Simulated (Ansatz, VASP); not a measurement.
Two plane-wave programs on LaAl2Bi2

```
CELL_PARAMETERS angstrom
0.00000 4.77377 0.00000
4.77377 0.00000 0.00000
2.38689 2.38689 -6.12571
ATOMIC_POSITIONS crystal
Al 0.75000 0.25000 0.50000
Al 0.25000 0.75000 0.50000
La 0.00000 0.00000 0.00000
Bi 0.37450 0.37450 0.25100
Bi 0.62550 0.62550 0.74900
```

Alike in both runs: functional PBE; k mesh 7 × 7 × 7; occupations methfessel-paxton of order 1, width 0.1594 eV; no spin polarisation.

Ansatz relaxed the structure, and its values are those at the end. VASP's run is a single point on that final structure, the one shown.

|  | VASP | Ansatz |
| --- | --- | --- |
| version | VASP 6.6.1 | Ansatz 0.2.0 |
| potentials or method | VASP PAW PBE potentials, release 64 (Al, La, Bi_d), cutoff 520 eV | PAW plane waves |
| valence electrons in the cell | 47 | 47 |

|  | VASP | Ansatz | Ansatz less VASP |
| --- | --- | --- | --- |
| pressure (GPa) | 3.3 | 3.4 | +0.06 |

Ansatz's warnings: stress scf threshold loose.

Neither program's run includes spin-orbit coupling.
